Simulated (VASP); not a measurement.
## Cu: single point with PBEsol

The system is Cu.

```xyz
1
Lattice="11.5703 0.0000 0.0000 0.0000 2.2382 0.0000 -4.5956 0.0000 21.7434" Properties=species:S:1:pos:R:3 pbc="T T T"
Cu    3.4873    1.1191   10.8717
```

```json
{
  "Program": "VASP 6.6.1",
  "Task": "single point",
  "Functional": "PBEsol",
  "Potentials or basis": "VASP PAW PBE potentials, release 64 (Cu)",
  "Cutoff": "600 eV",
  "k mesh": "3 × 13 × 2",
  "Occupations": "fermi-dirac, width 0.1 eV",
  "Spin": "no spin polarisation"
}
```

```yaml
Pressure: 0.0 GPa
Band_gap_on_the_k_mesh: zero (an odd number of electrons rules out a gap without spin polarisation)
```

Stress tensor (GPa, compression positive):
```
0.00 0.00 0.00
0.00 0.09 0.00
0.00 0.00 0.00
```

Levels at points of the mesh, in eV from the Fermi level:
| k point | band 2 | band 3 | band 4 | band 5 | band 6 | band 7 | band 8 | band 9 | band 10 | band 11 |
| --- | --- | --- | --- | --- | --- | --- | --- | --- | --- | --- |
| (0.00, 0.00, 0.00) | -1.29 | -1.07 | -1.07 | -0.19 | -0.19 | 2.81 | 2.81 | 4.96 | 5.36 | 5.44 |
| (0.00, 0.00, 0.50) | -1.29 | -1.07 | -1.07 | -0.19 | -0.19 | 2.81 | 2.81 | 4.99 | 5.21 | 5.67 |

It took 10 min on 1 thread of Intel Xeon 8259CL (shared host), peak memory 0.73 GiB.

Caveat: the PAW data sets were made with another functional, which shifts forces and pressure a little.
